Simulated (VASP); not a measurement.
## Pd: single point with PBE

Crystal: Pd.

```
CELL_PARAMETERS angstrom
3.90387 0.00000 0.00000
-1.95193 3.38085 0.00000
0.00000 0.00000 2.31941
ATOMIC_POSITIONS crystal
Pd 0.00000 0.00000 0.00000
Pd 0.33333 0.66667 0.50000
Pd 0.66667 0.33333 0.50000
```

This isn't the form of Pd at room conditions, which is fcc.

```json
{
  "Program": "VASP 6.6.1",
  "Task": "single point",
  "Functional": "PBE",
  "Potentials or basis": "VASP PAW PBE potentials, release 64 (Pd_sv_GW)",
  "Cutoff": "630 eV",
  "k mesh": "9 × 9 × 12",
  "Occupations": "fermi-dirac, width 0.1 eV",
  "Spin": "no spin polarisation",
  "Dipole correction": "no",
  "Further INCAR settings": "ALGO = Normal; EDIFF = 1e-06; NBANDS = 34"
}
```

- Pressure: 214.6 GPa
- Band gap on the k mesh: zero (bands 27 and 28 overlap by 1.91 eV)

Stress tensor (GPa, compression positive):
```
214.50   0.00   0.00
  0.00 214.50   0.00
  0.00   0.00 214.70
```

Levels at points of the mesh, in eV from the Fermi level:
```csv
k point,band 23,band 24,band 25,band 26,band 27,band 28,band 29,band 30,band 31,band 32
"(0.00, 0.00, 0.00)",-2.94,-2.94,-2.74,-2.74,0.38,0.38,9.92,9.92,10.10,10.10
"(0.00, 0.00, 0.50)",-0.92,-0.92,-0.29,-0.29,1.50,3.71,4.92,11.72,12.29,12.29
```

Run time: 59 s on 1 thread of Intel(R) Xeon(R) Platinum 8559C (Emerald Rapids), with other jobs on the host, peak memory 0.23 GiB.

Caveat: the cell stands under pressure.
